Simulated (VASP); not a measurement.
Rb3Pt: single point with PBE+D4+U

The system is Rb3Pt.

```
CELL_PARAMETERS angstrom
5.49879 0.00000 0.00000
0.00000 5.49879 0.00000
0.00000 0.00000 5.49879
ATOMIC_POSITIONS crystal
Rb 0.00000 0.00000 0.50000
Rb 0.00000 0.50000 0.00000
Rb 0.50000 0.00000 0.00000
Pt 0.50000 0.50000 0.50000
```

```
Program             : VASP 6.6.1
Task                : single point
Functional          : PBE
Dispersion          : D4
Potentials or basis : VASP PAW PBE potentials, release 64 (Rb_sv, Pt)
Cutoff              : 500 eV
k mesh              : 1 × 1 × 1
Occupations         : methfessel-paxton, width 0.136057 eV
Spin                : no spin polarisation
Hubbard terms       : Pt d U = 0.54 eV
```

| Item | Value |
| --- | --- |
| Pressure | -4.9 GPa |
| Dispersion energy per atom | -0.113 eV |

Levels at points of the mesh, in eV from the Fermi level:
```tsv
k point	band 15	band 16	band 17	band 18	band 19	band 20	band 21	band 22	band 23	band 24
(0.00, 0.00, 0.00)	-2.15	-2.01	-2.01	-2.01	0.00	2.58	2.58	3.07	3.07	3.07
```

Eigenvalues of the final occupation matrices:
```csv
site,spin,trace,eigenvalues
site 4 d,1,4.18,0.80 0.80 0.86 0.86 0.86
site 4 d,2,4.18,0.80 0.80 0.86 0.86 0.86
```

Wall time 15 s on 1 thread of Intel(R) Xeon(R) Platinum 8259CL CPU @ 2.50GHz (Skylake/Cascade Lake), with other jobs on the host, peak memory 0.22 GiB.

Caveat: the k points lie up to 1.14 Å⁻¹ apart; spin-orbit coupling is left out, which moves the levels of the heavy elements; U without spin polarisation on a metal has little footing; pairwise dispersion overbinds metals, which lowers pressure and volume; the U is typed as a test and isn't derived for this compound.
